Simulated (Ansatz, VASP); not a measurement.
C: VASP beside Ansatz

```
C
1.0
     0.00000    2.01800    1.72334
     1.61619    0.00000    1.72334
     1.61619    2.01800    0.00000
C
2
Direct
  0.50000 0.50000 0.50000
  0.75000 0.75000 0.75000
```

Change from the starting cell: strain +e along x and -e along y -0.1125, strain +e along z and -e/2 along x and y -0.0350.

Alike in both runs: task single point; functional PBE; k mesh 12 × 12 × 12; occupations gaussian, width 0.05 eV; no spin polarisation.

```csv
,VASP,Ansatz
version,VASP 6.6.1,Ansatz 0.2.0
potentials or method,"VASP PAW PBE potentials, release 64 (C), cutoff 520 eV","scalar-relativistic, plane waves, PAW"
valence electrons in the cell,8,8
```

```csv
,VASP,Ansatz,Ansatz less VASP
gap on the k mesh at the Fermi level (eV),0.67,0.68,+0.011
least direct gap on the mesh (eV),3.36,3.36,+0.004
pressure (GPa),7.9,7.3,-0.57
"traceless stress, the component that is largest in VASP (GPa)",-137.94,-137.96,-0.014
```

The functional is the same, so the differences come from potentials, cutoffs and numerics.
